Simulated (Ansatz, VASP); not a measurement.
## One calculation of GaN, two programs

```
Ga N
1.0
     0.00000    2.22760    2.22760
     2.22760    0.00000    2.22760
     2.22760    2.22760    0.00000
Ga N
1 1
Cartesian
  0.0000 0.0000 0.0000
  1.1138 1.1138 1.1138
```

Alike in both runs: functional LDA; k mesh 10 × 10 × 10; occupations gaussian, width 0.02 eV; no spin polarisation.

Ansatz relaxed the structure, and its values are those at the end. VASP's run is a single point on that final structure, the one shown.

|  | VASP | Ansatz |
| --- | --- | --- |
| version | VASP 6.6.1 | Ansatz 0.2.0 |
| potentials or method | VASP PAW LDA potentials, release 64 (Ga_d, N), cutoff 600 eV | scalar-relativistic, plane waves, PAW |
| valence electrons in the cell | 18 | 18 |

Ansatz gave:

```
gap on the k mesh at the Fermi level (eV) : 1.96
least direct gap on the mesh (eV)         : 1.96
pressure (GPa)                            : 0.0
```

Question: What did VASP give for the same quantities?

Answer: gap on the k mesh at the Fermi level (eV): 1.97; least direct gap on the mesh (eV): 1.97; pressure (GPa): 1.0.

Ansatz warns that its potentials were made for another functional, while VASP's fit it. LDA's correlation is that of Perdew and Zunger in VASP and of Perdew and Wang (1992) in Ansatz.
